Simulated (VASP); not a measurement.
# AlN (Cm) in VASP: single point with PBEsol

Aim: the single point of AlN with PBEsol.

All numbers are computed with VASP 6.6.1; they aren't measurements. Logs are shortened: lines on timing, memory, paths and dates and some standing lists are left out, and cuts for length are marked.

**1. The cell of the first run**

Symmetry: Cm, No. 8, monoclinic system. The conventional cell has a = 5.388 Å, b = 3.111 Å, c = 4.978 Å, α = 90.00°, β = 90.00°, γ = 90.00°. Within 2.5 Å of Al (site symmetry m) lie 4 N at 1.89 to 1.92 Å. Al (site symmetry m) has 4 N at 1.79 to 2.10 Å within 2.4 Å. N (site symmetry m) has 4 Al at 1.79 to 2.10 Å within 2.4 Å. Within 2.5 Å of N (site symmetry m) lie 4 Al at 1.89 to 1.93 Å.

**2. Single point, PBEsol (one atom moved)**

The input, INCAR:

```
PREC = Accurate
ENCUT = 520
EDIFF = 1E-6
ISMEAR = 0
SIGMA = 0.02
LREAL = False
LASPH = True
NELM = 80
ALGO = Normal
ISIF = 2
LWAVE = False
LCHARG = False
GGA = PS
NBANDS = 16
```

The input, KPOINTS:

```
Automatic mesh
0
Gamma
  9 9 6
```

The input, POSCAR:

```
AlN
1.0
    3.1110021516      0.0000000000      0.0000000000
   -1.5555010758      2.6942068945      0.0000000000
    0.0000000000      0.0000000000      4.9780000000
Al N
2 2
Direct
    0.3333333333      0.6666666667      0.0000000000
    0.7084229254      0.4168458506      0.5000000000
    0.3333333333      0.6666666667      0.3850000000
    0.6666666667      0.3333333333      0.8850000000
```

Potentials or basis: VASP PAW PBE potentials, release 64 (Al, N).

Started as:

```bash
$ cat potpaw_PBE.64/Al/POTCAR potpaw_PBE.64/N/POTCAR > POTCAR
$ mpirun -np 1 vasp_std > vasp.out
```

OUTCAR:

```text
PREC = Accurate
   ENCUT = 520
   EDIFF = 1E-6
   ISMEAR = 0
   LREAL = False
   LASPH = True
   NELM = 80
   ISIF = 2
   GGA = PS

 ion  position               nearest neighbor table
   1  0.333  0.667  0.000-   4 1.89   4 1.89   4 1.89   3 1.92   2 3.01   2 3.01   2 3.01   2 3.01
                             2 3.21   2 3.21
   2  0.708  0.417  0.500-   3 1.79   3 1.79   4 1.93   3 2.10   1 3.01   1 3.01   1 3.01   1 3.01
                             1 3.21   1 3.21
   3  0.333  0.667  0.385-   2 1.79   2 1.79   1 1.92   2 2.10
   4  0.667  0.333  0.885-   1 1.89   1 1.89   1 1.89   2 1.93

  LATTYP: Found a hexagonal cell.
 ALAT       =     3.1110021516
 C/A-ratio  =     1.6001274694

  Lattice vectors:

 A1 = (   3.1110021516,   0.0000000000,   0.0000000000)
 A2 = (  -1.5555010758,   2.6942068945,   0.0000000000)
 A3 = (   0.0000000000,   0.0000000000,   4.9780000000)

Analysis of symmetry for initial positions (statically):
=====================================================================
 Subroutine PRICEL returns:
 Original cell was already a primitive cell.

 Routine SETGRP: Setting up the symmetry group for a
 hexagonal supercell.

 Subroutine GETGRP returns: Found  2 space group operations
 (whereof  2 operations were pure point group operations)
 out of a pool of 24 trial point group operations.

The static configuration has the point symmetry C_1h.

Analysis of symmetry for dynamics (positions and initial velocities):
=====================================================================
 Subroutine PRICEL returns:
 Original cell was already a primitive cell.

 Routine SETGRP: Setting up the symmetry group for a
 hexagonal supercell.

 Subroutine GETGRP returns: Found  2 space group operations
 (whereof  2 operations were pure point group operations)
 out of a pool of 24 trial point group operations.

The dynamic configuration has the point symmetry C_1h.

 Subroutine INISYM returns: Found  2 space group operations
 (whereof  2 operations are pure point group operations),
 and found     1 'primitive' translations

----------------------------------------------------------------------------------------

                                     Primitive cell

  volume of cell :      41.7240

  direct lattice vectors                    reciprocal lattice vectors
     3.111002152  0.000000000  0.000000000     0.321439829  0.185583372  0.000000000
    -1.555501076  2.694206895  0.000000000     0.000000000  0.371166744  0.000000000
     0.000000000  0.000000000  4.978000000     0.000000000  0.000000000  0.200883889

  length of vectors
     3.111002152  3.111002152  4.978000000     0.371166744  0.371166744  0.200883889

  position of ions in fractional coordinates (direct lattice)
     0.333333333  0.666666667  0.000000000
     0.708422925  0.416845851  0.500000000
     0.333333333  0.666666667  0.385000000
     0.666666667  0.333333333  0.885000000

  ion indices of the primitive-cell ions
   primitive index   ion index
                 1           1
                 2           2
                 3           3
                 4           4

----------------------------------------------------------------------------------------

 KPOINTS: Automatic mesh

Automatic generation of k-mesh.
 Grid dimensions read from file:
 generate k-points for:    9    9    6

 Generating k-lattice:

  Cartesian coordinates                     Fractional coordinates (reciprocal lattice)
     0.035715537  0.020620375  0.000000000     0.111111111  0.000000000  0.000000000
     0.000000000  0.041240749  0.000000000     0.000000000  0.111111111  0.000000000
     0.000000000  0.000000000  0.033480648     0.000000000  0.000000000  0.166666667

  Length of vectors
     0.041240749  0.041240749  0.033480648

  Shift w.r.t. Gamma in fractional coordinates (k-lattice)
     0.000000000  0.000000000  0.000000000

 Subroutine IBZKPT returns following result:
 ===========================================

 Found    140 irreducible k-points:

 Following reciprocal coordinates:
            Coordinates               Weight
  0.000000  0.000000  0.000000      1.000000
  0.111111 -0.000000  0.000000      4.000000
  0.000000  0.111111  0.000000      2.000000
  0.222222 -0.000000  0.000000      4.000000
  0.000000  0.222222  0.000000      2.000000
  0.333333  0.000000  0.000000      4.000000
[... 16 lines left out ...]
 -0.222222 -0.444444  0.000000      4.000000
  0.444444  0.333333  0.000000      4.000000
 [... further k-points ...]
   k-points           NKPTS =    140   k-points in BZ     NKDIM =    140   number of bands    NBANDS=     16
   number of dos      NEDOS =    301   number of ions     NIONS =      4
   total plane-waves  NPLWV =  23040
   dimension x,y,z NGX =    24 NGY =   24 NGZ =   40
   dimension x,y,z NGXF=    48 NGYF=   48 NGZF=   80
   ions per type =               2   2
   NGX,Y,Z   is equivalent  to a cutoff of  12.83, 12.83, 13.36 a.u.
   NGXF,Y,Z  is equivalent  to a cutoff of  25.65, 25.65, 26.72 a.u.
 SYSTEM =  unknown system
   PREC   = accura    normal or accurate (medium, high low for compatibility)
   ISTART =      0    job   : 0-new  1-cont  2-samecut
   ICHARG =      2    charge: 1-file 2-atom 10-const
   ISPIN  =      1    spin polarized calculation?
   LNONCOLLINEAR =      F non collinear calculations
   LSORBIT =      F    spin-orbit coupling
   LASPH  =      T    aspherical Exc in radial PAW
   ENCUT  =  520.0 eV  38.22 Ry    6.18 a.u.   5.78  5.78  9.26*2*pi/ulx,y,z
   NELM   =     80;   NELMIN=  2; NELMDL= -5     # of ELM steps
   EDIFF  = 0.1E-05   stopping-criterion for ELM
   LREAL  =      F    real-space projection
   EDIFFG = 0.1E-04   stopping-criterion for IOM
   NSW    =      0    number of steps for IOM
   IBRION =     -1    ionic relax: 0-MD 1-quasi-New 2-CG
   NFREE  =      0    steps in history (QN), initial steepest desc. (CG)
   ISIF   =      2    stress and relaxation
   ISYM   =      2    0-nonsym 1-usesym 2-fastsym
   POTIM  = 0.5000    time-step for ionic-motion
   TEBEG  =    0.0;   TEEND  =   0.0 temperature during run
   PSTRESS=    0.0 pullay stress
   NELECT =      16.0000    total number of electrons
   NUPDOWN=      -1.0000    fix difference up-down
   EMIN   =  10.00;   EMAX   =-10.00  energy-range for DOS
   EFERMI =   0.00;   METHOD = LEGACY
   ISMEAR =     0;   SIGMA  =   0.02  broadening in eV -4-tet -1-fermi 0-gaus
   EFERMI_NEDOS =   21; number of points for ismear=-14 and -15
   IALGO  =     38    algorithm
   IMIX   =      4    mixing-type and parameters
     AMIX     =   0.40;   BMIX     =  1.00
     AMIX_MAG =   1.60;   BMIX_MAG =  1.00
  volume/ion in A,a.u.               =      10.43        70.39
  Fermi-wavevector in a.u.,A,eV,Ry     =   1.189377  2.247596 19.247033  1.414617
  Thomas-Fermi vector in A             =   2.325485
   LORBIT       =      0    0 simple, 1 ext, 2 COOP (PROOUT), +10 PAW based schemes
   GGA     = PS    functional components
   LHFCALC =     F    Hartree Fock is set to
   AEXX    =    0.0000 exact exchange contribution
   IVDW    =     0    specifies the selected vdW correction
   LEPSILON=     F    determine dielectric tensor
   LRPA    =     F    only Hartree local field effects (RPA)
 non-spin polarized calculation
 Gauss-broadening in eV      SIGMA  =   0.02
  energy-cutoff  :      520.00
  volume of cell :       41.72
 maximum number of plane-waves:      1152
   NGX = 11   NGY = 11   NGZ = 19

 number of electron      15.9999998 magnetization

 Free energy of the ion-electron system (eV)
  ---------------------------------------------------
  ext. energy  EPLUGINS =         0.00000000
  ---------------------------------------------------
  free energy    TOTEN  =       -30.98574858 eV

  energy without entropy =      -30.98574858  energy(sigma->0) =      -30.98574858

 E-fermi :   6.3783     XC(G=0): -11.1097

 val. band max:        6.2764566033   @ k =   0.0000   0.0000   0.0000
 cond. band min:      10.1439289907   @ k =   0.0000   0.0000   0.0000
 fundamental gap:      3.8674723874
 Fermi energy:         6.3782625116

 k-point     1 :       0.0000    0.0000    0.0000
  band No.  band energies     occupation
      1      -9.1105      2.00000
      2      -6.9301      2.00000
      3       0.0294      2.00000
      4       4.8558      2.00000
      5       5.3385      2.00000
      6       5.6575      2.00000
[... 8 lines left out ...]
     15      19.1853      0.00000
     16      19.2112      0.00000

 k-point     2 :       0.1111   -0.0000    0.0000
  band No.  band energies     occupation
      1      -8.9515      2.00000
      2      -6.8407      2.00000
      3       0.2182      2.00000
      4       4.2667      2.00000
      5       4.9415      2.00000
      6       5.1910      2.00000
[... 8 lines left out ...]
     15      18.8283      0.00000
     16      19.2610      0.00000

 k-point     3 :       0.0000    0.1111    0.0000
  band No.  band energies     occupation
      1      -8.9538      2.00000
      2      -6.8412      2.00000
      3       0.2158      2.00000
      4       4.5931      2.00000
      5       4.6838      2.00000
      6       5.4117      2.00000
[... 8 lines left out ...]
     15      19.0625      0.00000
     16      19.1371      0.00000

 k-point     4 :       0.2222   -0.0000    0.0000
  band No.  band energies     occupation
      1      -8.4990      2.00000
      2      -6.6170      2.00000
      3       0.7670      2.00000
      4       2.8572      2.00000
      5       3.7560      2.00000
      6       4.7052      2.00000
[... 8 lines left out ...]
     15      18.3520      0.00000
     16      19.0200      0.00000

 k-point     5 :       0.0000    0.2222    0.0000
  band No.  band energies     occupation
      1      -8.5093      2.00000
      2      -6.6179      2.00000
      3       0.7563      2.00000
      4       3.0462      2.00000
      5       4.1238      2.00000
      6       4.3115      2.00000
[... 8 lines left out ...]
     15      18.3284      0.00000
     16      18.9386      0.00000

 k-point     6 :       0.3333    0.0000    0.0000
  band No.  band energies     occupation
      1      -7.8437      2.00000
      2      -6.4026      2.00000
      3       1.4502      2.00000
      4       1.6175      2.00000
      5       2.5949      2.00000
      6       4.3089      2.00000
[... 8 lines left out ...]
     15      18.0451      0.00000
     16      20.4018      0.00000
[... 267 lines left out ...]
 k-point    21 :      -0.4444    0.2222    0.0000
  band No.  band energies     occupation
      1      -7.4945      2.00000
      2      -6.3356      2.00000
      3       1.5637      2.00000
      4       1.9712      2.00000
      5       2.0957      2.00000
      6       3.6490      2.00000
[... 8 lines left out ...]
     15      18.1164      0.00000
     16      20.4844      0.00000

 k-point    22 :       0.3333    0.2222    0.0000
  band No.  band energies     occupation
      1      -6.9529      2.00000
      2      -6.3769      2.00000
      3       1.0265      2.00000
      4       2.0802      2.00000
      5       2.7903      2.00000
      6       2.9549      2.00000
[... 8 lines left out ...]
     15      18.6416      0.00000
     16      20.6307      0.00000

 k-point    23 :      -0.2222   -0.4444    0.0000
  band No.  band energies     occupation
      1      -6.9852      2.00000
      2      -6.3558      2.00000
      3       1.1047      2.00000
      4       2.1658      2.00000
      5       2.7356      2.00000
      6       2.9400      2.00000
[... 8 lines left out ...]
     15      18.6790      0.00000
     16      20.6272      0.00000

 k-point    24 :       0.4444    0.3333    0.0000
  band No.  band energies     occupation
      1      -6.9305      2.00000
      2      -6.3922      2.00000
      3       0.9963      2.00000
      4       1.9743      2.00000
      5       2.8444      2.00000
      6       3.0103      2.00000
[... 8 lines left out ...]
     15      18.5751      0.00000
     16      20.3700      0.00000

 [... further k-points ...]

------------------------ aborting loop because EDIFF is reached ----------------------------------------

  FORCE on cell =-STRESS in cart. coord.  units (eV):
  Direction    XX          YY          ZZ          XY          YZ          ZX
  --------------------------------------------------------------------------------------
  -------------------------------------------------------------------------------------
  Total        3.2079361     -0.6693278     -0.0316150      0.0000000     -0.6216526      0.0000000
  in kB      123.1828199    -25.7017857     -1.2139978      0.0000000    -23.8710883      0.0000000
  external PRESSURE =      32.0890121 kB  Pullay stress =       0.0000000 kB

 VOLUME and BASIS-vectors are now :
 -----------------------------------------------------------------------------
  energy-cutoff  :      520.00
  volume of cell :       41.72
      direct lattice vectors                 reciprocal lattice vectors
     3.111002152  0.000000000  0.000000000     0.321439829  0.185583372  0.000000000
    -1.555501076  2.694206895  0.000000000     0.000000000  0.371166744  0.000000000
     0.000000000  0.000000000  4.978000000     0.000000000  0.000000000  0.200883889

 POSITION                                       TOTAL-FORCE (eV/Angst)
 -----------------------------------------------------------------------------------
     -0.00000      1.79614      0.00000        -0.000000      0.104766      0.228259
      1.55550      1.12307      2.48900         0.000000     -2.531440      0.787652
     -0.00000      1.79614      1.91653        -0.000000      2.093067     -0.722310
      1.55550      0.89807      4.40553        -0.000000      0.333607     -0.293602
 -----------------------------------------------------------------------------------
    total drift:                                0.000000      0.000425      0.000582

  FREE ENERGIE OF THE ION-ELECTRON SYSTEM (eV)
  ---------------------------------------------------
  free  energy   TOTEN  =       -30.9857485787 eV

  energy  without entropy=      -30.9857485787  energy(sigma->0) =      -30.98574858
```

Wall time 84 s (1 thread of Intel Xeon 8259CL, shared host); peak memory 0.21 GiB.

What came out:

* Free energy: -30.9857 eV
* Pressure: 3.2 GPa
* Largest force: 2.651 eV/Å
* Band gap on the k mesh: 3.87 eV

Forces in eV/Å, atoms in the order of the input:
```
Al   0.000  0.105  0.228
Al   0.000 -2.531  0.788
N    0.000  2.093 -0.722
N    0.000  0.334 -0.294
```

Levels at points of the mesh, in eV from the valence-band top:
```tsv
k point	band 4	band 5	band 6	band 7	band 8	band 9	band 10	band 11	band 12	band 13
(0.00, 0.00, 0.00)	-1.42	-0.94	-0.62	-0.29	0.00	3.87	6.28	10.28	10.77	10.97
(0.00, 0.00, 0.50)	-3.54	-1.27	-0.78	-0.78	-0.28	6.10	6.17	9.77	10.04	11.07
```

Caveat: the cell differs from its parent crystal (one atom moved); the cell stands under pressure; the PAW data sets were made with another functional, which shifts forces and pressure a little.
